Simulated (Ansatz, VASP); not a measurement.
**One calculation of Mg, two programs**

INCAR

```
ALGO = Normal
EDIFF = 1E-7
ENCUT = 520
ISIF = 2
ISMEAR = -1
LASPH = True
LCHARG = False
LREAL = False
LWAVE = False
NBANDS = 7
NELM = 60
PREC = Accurate
SIGMA = 0.1
```

The input KPOINTS:

```
k-points
0
Gamma
  14 14 14
```

File POSCAR:

```
Mg
1.0
    0.0000000000      2.1556427479      2.1556427479
    2.1556427479      0.0000000000      2.1556427479
    2.1556427479      2.1556427479      0.0000000000
Mg
1
Direct
    0.0000000000      0.0000000000      0.0000000000
```

Input for Ansatz:

```yaml
crystal:
  lattice:
    - [0.0, 2.1556427479, 2.1556427479]
    - [2.1556427479, 0.0, 2.1556427479]
    - [2.1556427479, 2.1556427479, 0.0]
  atoms:
    - { symbol: Mg, position: [0.0, 0.0, 0.0] }
hamiltonian:
  xc: lda
  pseudopotentials:
    kind: paw
    azcp:
      Mg: "pseudopotentials/Mg.paw.azcp"
basis:
  ecutwfc: 420
  fft_grid_basis: typed
kpoints:
  mp_grid: { grid: [14, 14, 14], shift: [0, 0, 0] }
magnetization:
  spin_polarized: false
scf:
  occupations: { method: fermi_dirac, width: 0.1 }
  lower_state_search: "off"
output:
  stress: true
  write_density: true
  write_potential: true
  elf: true
  volumetric_format: npy
```

Alike in both runs: task single point; functional LDA; k mesh 14 × 14 × 14; occupations fermi-dirac, width 0.1 eV; no spin polarisation.

|  | VASP | Ansatz |
| --- | --- | --- |
| version | VASP 6.6.1 | Ansatz 0.2.0 |
| potentials or method | VASP PAW LDA potentials, release 64 (Mg), cutoff 520 eV | plane waves (420 eV) with PAW, scalar-relativistic |
| valence electrons in the cell | 2 | 10 |

|  | VASP | Ansatz | Ansatz less VASP |
| --- | --- | --- | --- |
| pressure (GPa) | 3.6 | 3.9 | +0.33 |

Ansatz warns that its potentials were made for another functional, while VASP's fit it. LDA's correlation is that of Perdew and Zunger in VASP and of Perdew and Wang (1992) in Ansatz. VASP's potentials hold 2 valence electrons a cell and Ansatz's 10, so a difference there can come from the potentials and not from the codes.
